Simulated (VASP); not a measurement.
# KMgF3 (Pm-3m) in VASP: further runs, part 2 of 2

VASP 6.6.1. Earlier steps stand in the parts before.

### 3 Single point, PBE

This run uses another cell than the first one, of 8.49 Å³/atom.

Contents of INCAR:

```
PREC = Accurate
ENCUT = 520
EDIFF = 1E-7
ISMEAR = 0
SIGMA = 0.01
LREAL = False
LASPH = True
NELM = 100
ALGO = Normal
ISIF = 2
LWAVE = False
LCHARG = False
GGA = PE
NBANDS = 24
```

Contents of KPOINTS:

```
regular mesh
0
Gamma
  6 6 6
```

Contents of POSCAR:

```
KMgF3
1.0
    3.4878590291      0.0000000000      0.0000000000
    0.0000000000      3.4878590291      0.0000000000
    0.0000000000      0.0000000000      3.4878590291
K Mg F
1 1 3
Direct
    0.5000000000      0.5000000000      0.5000000000
    0.0000000000      0.0000000000      0.0000000000
    0.5000000000      0.0000000000      0.0000000000
    0.0000000000      0.5000000000      0.0000000000
    0.0000000000      0.0000000000      0.5000000000
```

Potentials or basis: VASP PAW PBE potentials, release 64 (K_sv, Mg, F).

Run with:

```
$ cat potpaw_PBE.64/K_sv/POTCAR potpaw_PBE.64/Mg/POTCAR potpaw_PBE.64/F/POTCAR > POTCAR
$ mpirun -np 1 vasp_std > vasp.out
```

OUTCAR:

```text
PREC = Accurate
   ENCUT = 520
   EDIFF = 1E-7
   ISMEAR = 0
   LREAL = False
   LASPH = True
   NELM = 100
   ISIF = 2
   GGA = PE

 ion  position               nearest neighbor table
   1  0.500  0.500  0.500-   3 2.47   4 2.47   5 2.47   3 2.47   4 2.47   3 2.47   5 2.47   3 2.47
                             4 2.47   5 2.47   4 2.47   5 2.47   2 3.02   2 3.02   2 3.02   2 3.02
   2  0.000  0.000  0.000-   3 1.74   4 1.74   5 1.74   5 1.74   4 1.74   3 1.74   1 3.02   1 3.02
                             1 3.02   1 3.02   1 3.02   1 3.02   1 3.02   1 3.02
   3  0.500  0.000  0.000-   2 1.74   2 1.74   1 2.47   1 2.47   1 2.47   1 2.47
   4  0.000  0.500  0.000-   2 1.74   2 1.74   1 2.47   1 2.47   1 2.47   1 2.47
   5  0.000  0.000  0.500-   2 1.74   2 1.74   1 2.47   1 2.47   1 2.47   1 2.47

  LATTYP: Found a simple cubic cell.
 ALAT       =     3.4878590291

  Lattice vectors:

 A1 = (   3.4878590291,   0.0000000000,   0.0000000000)
 A2 = (   0.0000000000,   3.4878590291,   0.0000000000)
 A3 = (   0.0000000000,   0.0000000000,   3.4878590291)

Analysis of symmetry for initial positions (statically):
=====================================================================
 Subroutine PRICEL returns:
[... 176 lines left out ...]
 cond. band min:      11.4503362486   @ k =   0.0000   0.0000   0.0000
 fundamental gap:     10.4049754021
 Fermi energy:         1.1067126809

 k-point     1 :       0.0000    0.0000    0.0000
  band No.  band energies     occupation
      1     -24.3274      2.00000
      2     -20.1850      2.00000
      3     -19.1023      2.00000
      4     -19.1023      2.00000
      5      -7.7910      2.00000
      6      -7.7910      2.00000
[... 529 lines left out ...]
     23      21.0084      0.00000
     24      21.0084      0.00000

------------------------ aborting loop because EDIFF is reached ----------------------------------------

  FORCE on cell =-STRESS in cart. coord.  units (eV):
  Direction    XX          YY          ZZ          XY          YZ          ZX
  --------------------------------------------------------------------------------------
  -------------------------------------------------------------------------------------
  Total       22.0287416     22.0287416     22.0287416      0.0000000      0.0000000      0.0000000
  in kB      831.8087796    831.8087796    831.8087796      0.0000000      0.0000000      0.0000000
  external PRESSURE =     831.8087796 kB  Pullay stress =       0.0000000 kB

 VOLUME and BASIS-vectors are now :
 -----------------------------------------------------------------------------
  energy-cutoff  :      520.00
  volume of cell :       42.43
      direct lattice vectors                 reciprocal lattice vectors
     3.487859029  0.000000000  0.000000000     0.286708835  0.000000000  0.000000000
     0.000000000  3.487859029  0.000000000     0.000000000  0.286708835  0.000000000
     0.000000000  0.000000000  3.487859029     0.000000000  0.000000000  0.286708835

 POSITION                                       TOTAL-FORCE (eV/Angst)
 -----------------------------------------------------------------------------------
      1.74393      1.74393      1.74393         0.000000      0.000000      0.000000
      0.00000      0.00000      0.00000         0.000000      0.000000      0.000000
      1.74393      0.00000      0.00000         0.000000      0.000000      0.000000
      0.00000      1.74393      0.00000         0.000000      0.000000      0.000000
      0.00000      0.00000      1.74393         0.000000      0.000000      0.000000
 -----------------------------------------------------------------------------------
    total drift:                                0.000000      0.000000     -0.000000

  FREE ENERGIE OF THE ION-ELECTRON SYSTEM (eV)
  ---------------------------------------------------
  free  energy   TOTEN  =       -20.3073505375 eV

  energy  without entropy=      -20.3073505375  energy(sigma->0) =      -20.30735054
```

Wall time 38 s (1 thread of Intel Xeon 8259CL, shared host); peak memory 0.16 GiB.

Results:

* Free energy: -20.3074 eV
* Pressure: 83.2 GPa
* Band gap on the k mesh: 10.40 eV (least direct gap 10.61 eV)

Caveat: the cell stands under pressure. A k mesh can miss the band edges.

### 4 Single point, PBE

This run uses another cell than the first one, of 9.26 Å³/atom.

Contents of INCAR:

```
SYSTEM = KMgF3
ALGO = Normal ; EDIFF = 1E-7
ENCUT = 520 ; GGA = PE
ISIF = 2 ; ISMEAR = 0
LASPH = .TRUE. ; LCHARG = .FALSE.
LREAL = .FALSE. ; LWAVE = .FALSE.
NBANDS = 24 ; NELM = 100
PREC = Accurate ; SIGMA = 0.01
```

Contents of KPOINTS:

```
k-points
0
G
  6 6 6
  0 0 0
```

POSCAR: that of step 3 with these lines changed.

```diff
@@ -2,5 +2,5 @@
 1.0
-    3.4878590291      0.0000000000      0.0000000000
-    0.0000000000      3.4878590291      0.0000000000
-    0.0000000000      0.0000000000      3.4878590291
+    3.5905014829      0.0000000000      0.0000000000
+    0.0000000000      3.5905014829      0.0000000000
+    0.0000000000      0.0000000000      3.5905014829
 K Mg F
```

Run with:

```
$ cat potpaw_PBE.64/K_sv/POTCAR potpaw_PBE.64/Mg/POTCAR potpaw_PBE.64/F/POTCAR > POTCAR
$ mpirun -np 1 vasp_std > vasp.out
```

It took 42 s on 1 thread of Intel Xeon 8259CL, shared host; peak memory 0.17 GiB.

It converged, with:

| Quantity | Value |
| --- | --- |
| Free energy | -21.9572 eV |
| Pressure | 54.8 GPa |
| Band gap on the k mesh | 10.19 eV (least direct gap 10.45 eV) |

Levels at points of the mesh, in eV from the valence-band top:
```csv
k point,band 14,band 15,band 16,band 17,band 18,band 19
"(0.00, 0.00, 0.00)",-0.26,-0.26,-0.26,10.19,10.37,10.37
"(0.50, 0.00, 0.00)",-1.24,-0.73,-0.73,11.94,12.13,13.75
"(0.50, 0.50, 0.00)",-1.10,-1.10,-0.04,12.64,13.12,14.28
"(0.50, 0.50, 0.50)",0.00,0.00,0.00,11.68,11.68,11.68
```

Caveat: the cell stands under pressure.

### 5 Summary

```tsv
cell	gap on the mesh (eV)	pressure (GPa)
a = 3.379 Å, 5 atoms	10.41	125.8
a = 3.488 Å, 5 atoms	10.40	83.2
a = 3.591 Å, 5 atoms	10.19	54.8
```

Alike in all rows: task single point; level PBE; potentials or basis VASP PAW PBE potentials, release 64 (K_sv, Mg, F); no spin polarisation; k mesh 6 × 6 × 6; cutoff (eV) 520; smearing gaussian 0.01 eV.

Caveats: the cell stands under pressure.

Total energies depend on the potentials used, so only differences within one code and one set of settings carry meaning.
